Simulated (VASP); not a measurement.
A run of VASP 6.6.1:

File INCAR:

```
SYSTEM = NbC2
PREC = Accurate
ENCUT = 520
EDIFF = 1E-6
ISMEAR = 0
SIGMA = 0.1
LREAL = .FALSE.
LASPH = .TRUE.
NELM = 100
ALGO = Normal
ISIF = 2
LWAVE = .FALSE.
LCHARG = .FALSE.
GGA = PE
NBANDS = 30
```

File KPOINTS:

```
regular mesh
0
G
  6 6 4
  0 0 0
```

The input POSCAR:

```
NbC2
1.0
    2.9772601336      0.0000000000      0.0000000000
    0.0000000000      2.9772601336      0.0000000000
    0.0000000000      0.0000000000      6.5520438202
Nb C
2 4
Direct
    0.0000000000      0.5000000000      0.7314287474
    0.5000000000      0.0000000000      0.2685712526
    0.0000000000      0.0000000000      0.0000000000
    0.5000000000      0.5000000000      0.0000000000
    0.0000000000      0.5000000000      0.3718968791
    0.5000000000      0.0000000000      0.6281031209
```

Potentials or basis: VASP PAW PBE potentials, release 64 (Nb_sv, C).

The run is started by

```sh
$ cat potpaw_PBE.64/Nb_sv/POTCAR potpaw_PBE.64/C/POTCAR > POTCAR
$ mpirun -np 1 vasp_std > vasp.out
```

Hardware: 1 thread of Intel(R) Xeon(R) 6975P-C (Granite Rapids), with other jobs on the host.

Q: How long does it take, and how much memory?

A: It took 21 s on 1 thread of Intel(R) Xeon(R) 6975P-C (Granite Rapids) (shared host), peak memory 0.19 GiB. Counts: scf iterations 14, k points 30.
